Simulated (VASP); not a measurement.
# Ag: electric field gradients with PBEsol

The system is Ag.

```xyz
1
Lattice="0.0000 2.0566 2.0566 2.0566 0.0000 2.0566 2.0566 2.0566 0.0000" Properties=species:S:1:pos:R:3 pbc="T T T"
Ag    0.0000    0.0000    0.0000
```

This cell differs from its parent crystal: volume scaled by 1.02.

```
Program                : VASP 6.6.1
Task                   : electric field gradients
Functional             : PBEsol
Potentials or basis    : VASP PAW PBE potentials, release 64 (Ag)
Cutoff                 : 520 eV
k mesh                 : 15 × 15 × 15
Occupations            : fermi-dirac, width 0.03 eV
Spin                   : no spin polarisation
Dipole correction      : no
Further INCAR settings : ALGO = Normal; EDIFF = 1e-08; NBANDS = 12
```

```
Pressure : -4.8 GPa
```

Levels at points of the mesh, in eV from the Fermi level:
| k point | band 2 | band 3 | band 4 | band 5 | band 6 | band 7 | band 8 | band 9 | band 10 | band 11 |
| --- | --- | --- | --- | --- | --- | --- | --- | --- | --- | --- |
| (0.00, 0.00, 0.00) | -4.82 | -4.82 | -4.82 | -3.81 | -3.81 | 15.82 | 19.27 | 19.27 | 19.27 | 24.04 |

It used 13 s of CPU time on 1 thread of Intel Xeon 6975P-C (shared host).

Caveat: without QUAD_EFG the Cq values of the log hold for a quadrupole moment of 1 mb, not for the nuclei; the PAW data sets were made with another functional, which shifts forces and pressure a little.
